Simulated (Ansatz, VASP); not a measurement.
Cs in VASP and in Ansatz

```xyz
1
Lattice="-2.9054 2.9054 2.9054 2.9054 -2.9054 2.9054 2.9054 2.9054 -2.9054" Properties=species:S:1:pos:R:3 pbc="T T T"
Cs    0.0000    0.0000    0.0000
```

Alike in both runs: task single point; functional PBEsol; k mesh 4 × 4 × 4; occupations gaussian, width 0.1 eV; no spin polarisation.

|  | VASP | Ansatz |
| --- | --- | --- |
| version | VASP 6.6.1 | Ansatz 0.2.0 |
| potentials or method | VASP PAW PBE potentials, release 64 (Cs_sv), cutoff 520 eV | scalar-relativistic, plane waves, PAW |
| valence electrons in the cell | 9 | 9 |

|  | VASP | Ansatz | Ansatz less VASP |
| --- | --- | --- | --- |
| gap on the k mesh at the Fermi level (eV) | none | none | - |
| pressure (GPa) | 0.2 | 0.2 | +0.01 |

VASP's potentials were made for PBE, not for PBEsol. A gap of «none» marks a metal or a gap that the smearing closes.

The k mesh is coarse, so the values compare programs but aren't converged. Neither program's run includes spin-orbit coupling.
